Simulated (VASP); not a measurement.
Input of a VASP 6.6.1 run:

INCAR

```
SYSTEM = Sn
PREC     = Accurate       ! precision mode
ENCUT    = 520            ! plane-wave cutoff, eV
EDIFF    = 1E-6           ! SCF threshold, eV
ISMEAR   = -1             ! smearing method
SIGMA    = 0.03           ! smearing width, eV
LREAL    = .False.        ! projectors in reciprocal space
LASPH    = .True.         ! aspherical terms in the spheres
NELM     = 60             ! most SCF steps
ALGO     = Normal         ! electronic algorithm
ISIF     = 2              ! what is computed and relaxed
LWAVE    = .False.        ! write WAVECAR
LCHARG   = .False.        ! write CHGCAR
GGA      = CA             ! functional
NBANDS   = 21             ! bands
```

KPOINTS

```
regular mesh
0
Gamma
  9 9 9
  0 0 0
```

Contents of POSCAR:

```
Sn
1.0
   -0.0973680000      3.1969160000      3.1969160000
    3.1969160000     -0.0973680000      3.1969160000
    3.1969160000      3.1969160000     -0.0973680000
Sn
2
Direct
    0.5000000000      0.5000000000      0.5000000000
    0.7500000000      0.7500000000      0.7500000000
```

Potentials or basis: VASP PAW LDA potentials, release 64 (Sn_d).

Launch:

```console
$ cat potpaw_LDA.64/Sn_d/POTCAR > POTCAR
$ mpirun -np 1 vasp_std > vasp.out
```

Question: Predict the largest force.

Answer: 0.523 eV/Å.

Question: What does it give for the pressure?

Answer: -0.2 GPa.

Question: Predict the band gap on the k mesh.

Answer: Zero (band 14 reaches 5.44 eV, above the bottom of band 15 at 5.03 eV).

Stress tensor (GPa, compression positive):
```
-0.18  1.61  1.61
 1.61 -0.18  1.61
 1.61  1.61 -0.18
```

Caveat: the cell differs from its parent crystal (equal xy, yz and zx shear strains of -3 %); spin-orbit coupling is left out, which moves the levels of the heavy elements.
